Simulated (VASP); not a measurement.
# Sn (Im-3m) in VASP: further runs, part 2 of 2

VASP 6.6.1. The steps go on from the part before.

**4. Relaxation of cell and atoms, PBE, target pressure 87 GPa, at which the enthalpy is minimised**

The input, INCAR:

```
SYSTEM = Sn
  ALGO = Normal
  EDIFF = 1E-7
  EDIFFG = -0.005
  ENCUT = 600
  GGA = PE
  IBRION = 2
  ISIF = 3
  ISMEAR = -1
  LASPH = .True.
  LCHARG = .False.
  LREAL = .False.
  LWAVE = .False.
  NELM = 60
  NSW = 60
  PREC = Accurate
  PSTRESS = 870.0
  SIGMA = 0.08
```

The input, KPOINTS:

```
k-points
0
Gamma
  17 17 17
  0 0 0
```

The input, POSCAR:

```
Sn
1.0
   -1.6020679864      1.6020679864      1.6020679864
    1.6020679864     -1.6020679864      1.6020679864
    1.6020679864      1.6020679864     -1.6020679864
Sn
1
Direct
    0.0000000000      0.0000000000      0.0000000000
```

Potentials or basis: VASP PAW PBE potentials, release 64 (Sn_d).

Command:

```console
$ cat potpaw_PBE.64/Sn_d/POTCAR > POTCAR
$ mpirun -np 1 vasp_std > vasp.out
```

OUTCAR:

```text
SYSTEM = Sn
   EDIFF = 1E-7
   EDIFFG = -0.005
   ENCUT = 600
   GGA = PE
   IBRION = 2
   ISIF = 3
   ISMEAR = -1
   LASPH = .True.
   LREAL = .False.
   NELM = 60
   NSW = 60
   PREC = Accurate
   PSTRESS = 870.0

 ion  position               nearest neighbor table
   1  0.000  0.000  0.000-

  LATTYP: Found a body centered cubic cell.
 ALAT       =     3.2041359728

  Lattice vectors:

 A1 = (  -1.6020679864,   1.6020679864,   1.6020679864)
 A2 = (   1.6020679864,  -1.6020679864,   1.6020679864)
 A3 = (   1.6020679864,   1.6020679864,  -1.6020679864)

Analysis of symmetry for initial positions (statically):
=====================================================================
 Subroutine PRICEL returns:
 Original cell was already a primitive cell.

 Routine SETGRP: Setting up the symmetry group for a
 body centered cubic supercell.

 Subroutine GETGRP returns: Found 48 space group operations
 (whereof 48 operations were pure point group operations)
 out of a pool of 48 trial point group operations.

The static configuration has the point symmetry O_h .

Analysis of symmetry for dynamics (positions and initial velocities):
=====================================================================
 Subroutine PRICEL returns:
 Original cell was already a primitive cell.

 Routine SETGRP: Setting up the symmetry group for a
 body centered cubic supercell.

 Subroutine GETGRP returns: Found 48 space group operations
 (whereof 48 operations were pure point group operations)
 out of a pool of 48 trial point group operations.

The dynamic configuration has the point symmetry O_h .

 Subroutine INISYM returns: Found 48 space group operations
 (whereof 48 operations are pure point group operations),
 and found     1 'primitive' translations

----------------------------------------------------------------------------------------

                                     Primitive cell

  volume of cell :      16.4476

  direct lattice vectors                    reciprocal lattice vectors
    -1.602067986  1.602067986  1.602067986     0.000000000  0.312096618  0.312096618
     1.602067986 -1.602067986  1.602067986     0.312096618  0.000000000  0.312096618
     1.602067986  1.602067986 -1.602067986     0.312096618  0.312096618  0.000000000

  length of vectors
     2.774863150  2.774863150  2.774863150     0.441371270  0.441371270  0.441371270

  position of ions in fractional coordinates (direct lattice)
     0.000000000  0.000000000  0.000000000

  ion indices of the primitive-cell ions
   primitive index   ion index
                 1           1

----------------------------------------------------------------------------------------

 KPOINTS: k-points

Automatic generation of k-mesh.
 Grid dimensions read from file:
 generate k-points for:   17   17   17

 Generating k-lattice:

  Cartesian coordinates                     Fractional coordinates (reciprocal lattice)
     0.000000000  0.018358625  0.018358625     0.058823529  0.000000000  0.000000000
     0.018358625  0.000000000  0.018358625     0.000000000  0.058823529  0.000000000
     0.018358625  0.018358625  0.000000000     0.000000000  0.000000000  0.058823529

  Length of vectors
     0.025963016  0.025963016  0.025963016
[... 37 lines left out ...]
   number of dos      NEDOS =    301   number of ions     NIONS =      1
   total plane-waves  NPLWV =  13824
   dimension x,y,z NGX =    24 NGY =   24 NGZ =   24
   dimension x,y,z NGXF=    48 NGYF=   48 NGZF=   48
   ions per type =               1
   NGX,Y,Z   is equivalent  to a cutoff of  14.38, 14.38, 14.38 a.u.
   NGXF,Y,Z  is equivalent  to a cutoff of  28.76, 28.76, 28.76 a.u.
 SYSTEM =  Sn
   PREC   = accura    normal or accurate (medium, high low for compatibility)
   ISTART =      0    job   : 0-new  1-cont  2-samecut
   ICHARG =      2    charge: 1-file 2-atom 10-const
   ISPIN  =      1    spin polarized calculation?
   LNONCOLLINEAR =      F non collinear calculations
   LSORBIT =      F    spin-orbit coupling
   LASPH  =      T    aspherical Exc in radial PAW
   ENCUT  =  600.0 eV  44.10 Ry    6.64 a.u.   5.54  5.54  5.54*2*pi/ulx,y,z
   NELM   =     60;   NELMIN=  2; NELMDL= -5     # of ELM steps
   EDIFF  = 0.1E-06   stopping-criterion for ELM
   LREAL  =      F    real-space projection
   EDIFFG = -.5E-02   stopping-criterion for IOM
   NSW    =     60    number of steps for IOM
   IBRION =      2    ionic relax: 0-MD 1-quasi-New 2-CG
   NFREE  =      1    steps in history (QN), initial steepest desc. (CG)
   ISIF   =      3    stress and relaxation
   ISYM   =      2    0-nonsym 1-usesym 2-fastsym
   POTIM  = 0.5000    time-step for ionic-motion
   TEBEG  =    0.0;   TEEND  =   0.0 temperature during run
   PSTRESS=  870.0 pullay stress
   NELECT =      14.0000    total number of electrons
   NUPDOWN=      -1.0000    fix difference up-down
   EMIN   =  10.00;   EMAX   =-10.00  energy-range for DOS
   EFERMI =   0.00;   METHOD = LEGACY
   ISMEAR =    -1;   SIGMA  =   0.08  broadening in eV -4-tet -1-fermi 0-gaus
   EFERMI_NEDOS =   21; number of points for ismear=-14 and -15
   IALGO  =     38    algorithm
   IMIX   =      4    mixing-type and parameters
     AMIX     =   0.40;   BMIX     =  1.00
     AMIX_MAG =   1.60;   BMIX_MAG =  1.00
  volume/ion in A,a.u.               =      16.45       110.99
  Fermi-wavevector in a.u.,A,eV,Ry     =   1.551493  2.931897 32.751012  2.407131
  Thomas-Fermi vector in A             =   2.656005
   LORBIT       =      0    0 simple, 1 ext, 2 COOP (PROOUT), +10 PAW based schemes
   GGA     = PE    functional components
   LHFCALC =     F    Hartree Fock is set to
   AEXX    =    0.0000 exact exchange contribution
   IVDW    =     0    specifies the selected vdW correction
   LEPSILON=     F    determine dielectric tensor
   LRPA    =     F    only Hartree local field effects (RPA)
 conjugate gradient relaxation of ions
 non-spin polarized calculation
  energy-cutoff  :      600.00
  volume of cell :       16.45
 maximum number of plane-waves:       564
   NGX = 11   NGY = 11   NGZ = 11

--------------------------------------- Ionic step        1  -------------------------------------------

 number of electron      14.0000003 magnetization

 Free energy of the ion-electron system (eV)
  ---------------------------------------------------
  ext. energy  EPLUGINS =         0.00000000
  ---------------------------------------------------
  free energy    TOTEN  =        -1.95406616 eV

  energy without entropy =       -1.94508540  energy(sigma->0) =       -1.94957578

------------------------ aborting loop because EDIFF is reached ----------------------------------------

  FORCE on cell =-STRESS in cart. coord.  units (eV):
  Direction    XX          YY          ZZ          XY          YZ          ZX
  --------------------------------------------------------------------------------------
  -------------------------------------------------------------------------------------
  Total        8.8954168      8.8954168      8.8954168      0.0000000      0.0000000     -0.0000000
  in kB      866.5109685    866.5109685    866.5109685      0.0000000      0.0000000     -0.0000000
  external PRESSURE =      -3.4890315 kB  Pullay stress =     870.0000000 kB
[... 61 lines left out ...]
--------------------------------------- Ionic step        3  -------------------------------------------

 number of electron      14.0000003 magnetization

 Free energy of the ion-electron system (eV)
  ---------------------------------------------------
  ext. energy  EPLUGINS =         0.00000000
  ---------------------------------------------------
  free energy    TOTEN  =        -1.94551068 eV

  energy without entropy =       -1.93654242  energy(sigma->0) =       -1.94102655

 E-fermi :  15.9640     XC(G=0): -12.9653

 val. band max:       15.9200699438   @ k =  -0.3529   0.4118   0.2941
 cond. band min:      15.9841638520   @ k =  -0.2941   0.4706   0.0588
 fundamental gap:      0.0640939082
 Fermi energy:        15.9639580478

 k-point     1 :       0.0000    0.0000    0.0000
  band No.  band energies     occupation
      1      -6.4851      2.00000
      2      -6.4851      2.00000
      3      -6.4851      2.00000
      4      -5.9228      2.00000
      5      -5.9228      2.00000
      6       0.0943      2.00000
      7      28.5642      0.00000
      8      28.5642      0.00000
      9      28.5642      0.00000
     10      29.9429      0.00000
     11      29.9429      0.00000
[... 309 lines left out ...]
 k-point    24 :       0.1765    0.1765    0.0000
  band No.  band energies     occupation
      1      -6.5856      2.00000
      2      -6.4438      2.00000
      3      -6.0268      2.00000
      4      -5.9885      2.00000
      5      -5.9003      2.00000
      6       3.2459      2.00000
      7      18.2832      0.00000
      8      19.0203      0.00000
      9      23.5453      0.00000
     10      28.5824      0.00000
     11      30.1507      0.00000

 [... further k-points ...]
[... 5 lines left out ...]
  --------------------------------------------------------------------------------------
  -------------------------------------------------------------------------------------
  Total        8.9236784      8.9236784      8.9236784      0.0000000     -0.0000000      0.0000000
  in kB      870.0992062    870.0992062    870.0992062      0.0000000     -0.0000000      0.0000000
  external PRESSURE =       0.0992062 kB  Pullay stress =     870.0000000 kB
[... 20 lines left out ...]
  energy  without entropy=       -1.9365424216  energy(sigma->0) =       -1.94102655

  enthalpy is  TOTEN    =         6.9771502846 eV   P V=        8.9226609608

 reached required accuracy - stopping structural energy minimisation
```

CONTCAR:

```text
Sn
   1.00000000000000
    -1.6015551926528511    1.6015551926528511    1.6015551926528511
     1.6015551926528511   -1.6015551926528511    1.6015551926528511
     1.6015551926528511    1.6015551926528511   -1.6015551926528511
  Sn
     1
Direct
     0.0000000000000000    0.0000000000000000    0.0000000000000000

  0.00000000E+00  0.00000000E+00  0.00000000E+00
```

It took 41 s on 1 thread of Intel Xeon 6975P-C, shared host; peak memory 0.17 GiB.

Results:

```
Free energy                                            : -1.9455 eV
Relaxed volume                                         : 16.43 Å³/atom
Relaxed cell                                           : a = 2.774 Å, b = 2.774 Å, c = 2.774 Å, α = 109.47°, β = 109.47°, γ = 109.47°
Space group after relaxing (to 0.05 Å)                 : Im-3m (No. 229)
Energy change on relaxing (the enthalpy is what falls) : +8.6 meV/atom
Ionic steps                                            : 3
Pressure after relaxing                                : 87.0 GPa
Band gap on the k mesh                                 : zero (band 7 reaches 28.56 eV, above the bottom of band 8 at 11.58 eV)
```

The path:
```tsv
step	energy change (eV)	largest force (eV/Å)	pressure (GPa)	volume (Å³)
1	0.0000	0.0000	86.65	16.45
2	0.0465	0.0000	88.64	16.36
3	0.0086	0.0000	87.01	16.43
```

Final structure:
```
Sn
1.0
    -1.60156    1.60156    1.60156
     1.60156   -1.60156    1.60156
     1.60156    1.60156   -1.60156
Sn
1
Cartesian
  0.0000 0.0000 0.0000
```

Levels at points of the mesh, in eV from the Fermi level:
```csv
k point,band 4,band 5,band 6,band 7,band 8,band 9,band 10,band 11
"(0.00, 0.00, 0.00)",-21.89,-21.89,-15.87,12.60,12.60,12.60,13.98,13.98
```

Caveat: the cell is relaxed towards a set pressure, so the enthalpy falls and the energy may rise; spin-orbit coupling is left out, which moves the levels of the heavy elements.

**5. Relaxation of cell and atoms, PBE, target pressure 87 GPa, at which the enthalpy is minimised**

The input, INCAR:

```
PREC     = Accurate       # precision mode
ENCUT    = 600            # plane-wave cutoff, eV
EDIFF    = 1E-6           # SCF threshold, eV
ISMEAR   = -1             # smearing method
SIGMA    = 0.08           # smearing width, eV
LREAL    = False          # projectors in reciprocal space
LASPH    = True           # aspherical terms in the spheres
NELM     = 100            # most SCF steps
ALGO     = Normal         # electronic algorithm
ISIF     = 3              # what is computed and relaxed
LWAVE    = False          # write WAVECAR
LCHARG   = False          # write CHGCAR
GGA      = PE             # functional
IBRION   = 2              # ionic algorithm
NSW      = 32             # ionic steps
EDIFFG   = -0.005         # ionic threshold
PSTRESS  = 870.0
```

The input, KPOINTS:

```
regular mesh
0
Gamma
  17 17 17
```

The input, POSCAR:

```
Sn
1.0
   -1.6015296869      1.6015296869      1.6015296869
    1.6015296869     -1.6015296869      1.6015296869
    1.6015296869      1.6015296869     -1.6015296869
Sn
1
Direct
    0.0000000000      0.0000000000      0.0000000000
```

Potentials or basis: VASP PAW PBE potentials, release 64 (Sn_d).

Command:

```console
$ cat potpaw_PBE.64/Sn_d/POTCAR > POTCAR
$ mpirun -np 1 vasp_std > vasp.out
```

OUTCAR:

```text
PREC = Accurate
   ENCUT = 600
   EDIFF = 1E-6
   ISMEAR = -1
   LREAL = False
   LASPH = True
   NELM = 100
   ISIF = 3
   GGA = PE
   IBRION = 2
   NSW = 32
   EDIFFG = -0.005
   PSTRESS = 870.0

 ion  position               nearest neighbor table
   1  0.000  0.000  0.000-

  LATTYP: Found a body centered cubic cell.
 ALAT       =     3.2030593738

  Lattice vectors:

 A1 = (  -1.6015296869,   1.6015296869,   1.6015296869)
[... 511 lines left out ...]
      6       3.2465      2.00000
      7      18.2843      0.00000
      8      19.0213      0.00000
      9      23.5466      0.00000
     10      28.5835      0.00000
     11      30.1521      0.00000

 [... further k-points ...]
[... 5 lines left out ...]
  --------------------------------------------------------------------------------------
  -------------------------------------------------------------------------------------
  Total        8.9182977      8.9182977      8.9182977     -0.0000000      0.0000000      0.0000000
  in kB      869.6161052    869.6161052    869.6161052     -0.0000000      0.0000000      0.0000000
  external PRESSURE =      -0.3838948 kB  Pullay stress =     870.0000000 kB

 VOLUME and BASIS-vectors are now :
 -----------------------------------------------------------------------------
  energy-cutoff  :      600.00
  volume of cell :       16.43
      direct lattice vectors                 reciprocal lattice vectors
    -1.601529687  1.601529687  1.601529687     0.000000000  0.312201518  0.312201518
     1.601529687 -1.601529687  1.601529687     0.312201518  0.000000000  0.312201518
     1.601529687  1.601529687 -1.601529687     0.312201518  0.312201518  0.000000000

 POSITION                                       TOTAL-FORCE (eV/Angst)
 -----------------------------------------------------------------------------------
      0.00000      0.00000      0.00000         0.000000      0.000000     -0.000000
 -----------------------------------------------------------------------------------
    total drift:                               -0.000000      0.000000     -0.000000

  FREE ENERGIE OF THE ION-ELECTRON SYSTEM (eV)
  ---------------------------------------------------
  free  energy   TOTEN  =        -1.9450810202 eV

  energy  without entropy=       -1.9361133953  energy(sigma->0) =       -1.94059721

  enthalpy is  TOTEN    =         6.9771536508 eV   P V=        8.9222346710

 reached required accuracy - stopping structural energy minimisation
```

CONTCAR:

```text
Sn
   1.00000000000000
    -1.6015296869000000    1.6015296869000000    1.6015296869000000
     1.6015296869000000   -1.6015296869000000    1.6015296869000000
     1.6015296869000000    1.6015296869000000   -1.6015296869000000
  Sn
     1
Direct
     0.0000000000000000    0.0000000000000000    0.0000000000000000

  0.00000000E+00  0.00000000E+00  0.00000000E+00
```

It took 16 s on 1 thread of Intel Xeon 6975P-C, shared host; peak memory 0.17 GiB.

Results:

| Property | Result |
| --- | --- |
| Free energy | -1.9451 eV |
| Pressure after relaxing | 87.0 GPa |
| Band gap on the k mesh | zero (band 7 reaches 28.57 eV, above the bottom of band 8 at 11.58 eV) |

Final structure:
```xyz
1
Lattice="-1.6015 1.6015 1.6015 1.6015 -1.6015 1.6015 1.6015 1.6015 -1.6015" Properties=species:S:1:pos:R:3 pbc="T T T"
Sn    0.0000    0.0000    0.0000
```

Caveat: the relaxation stopped at its first step, so nothing moved; the cell is relaxed towards a set pressure, so the enthalpy falls and the energy may rise; spin-orbit coupling is left out, which moves the levels of the heavy elements.

**6. The runs side by side**

| task | cell | cutoff (eV) | gap on the mesh (eV) | pressure (GPa) |
| --- | --- | --- | --- | --- |
| single point | a = 2.774 Å, angles 109.5°, 1 atom | 520 | none | 87.1 |
| relaxation of cell and atoms | relaxed to 87 GPa from a = 2.775 Å, angles 109.5°, 1 atom | 600 | none | 87.0 |
| relaxation of cell and atoms | relaxed to 87 GPa from a = 2.774 Å, angles 109.5°, 1 atom | 600 | none | 87.0 |

Alike in all rows: level PBE; potentials or basis VASP PAW PBE potentials, release 64 (Sn_d); no spin polarisation; k mesh 17 × 17 × 17; smearing fermi-dirac 0.08 eV.

Caveats: spin-orbit coupling is left out, which moves the levels of the heavy elements; the cell is relaxed towards a set pressure, so the enthalpy falls and the energy may rise (some runs); the relaxation stopped at its first step, so nothing moved (some runs).

Total energies depend on the potentials used, so only differences within one code and one set of settings carry meaning.
